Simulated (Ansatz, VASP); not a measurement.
Two plane-wave programs on Al4Pt

```xyz
5
Lattice="0.0000 3.6140 3.6140 3.6140 0.0000 3.6140 3.6140 3.6140 0.0000" Properties=species:S:1:pos:R:3 pbc="T T T"
Al    2.7100    0.9040    2.7100
Al    0.9040    0.9040    0.9040
Al    0.9040    2.7100    2.7100
Al    2.7100    2.7100    0.9040
Pt    3.6140    3.6140    3.6140
```

Alike in both runs: functional PBE; k mesh 10 × 10 × 10; occupations gaussian, width 0.1 eV; no spin polarisation.

Ansatz relaxed the structure, and its values are those at the end. VASP's run is a single point on that final structure, the one shown.

|  | VASP | Ansatz |
| --- | --- | --- |
| version | VASP 6.6.1 | Ansatz 0.2.0 |
| potentials or method | VASP PAW PBE potentials, release 64 (Al, Pt), cutoff 520 eV | scalar-relativistic, plane waves, PAW |
| valence electrons in the cell | 22 | 30 |

```tsv
	VASP	Ansatz	Ansatz less VASP
gap on the k mesh at the Fermi level (eV)	none	none	-
pressure (GPa)	-0.1	0.0	+0.06
```

A gap of «none» marks a metal or a gap that the smearing closes. VASP's potentials hold 22 valence electrons a cell and Ansatz's 30, so a difference there can come from the potentials and not from the codes.

Neither program's run includes spin-orbit coupling.
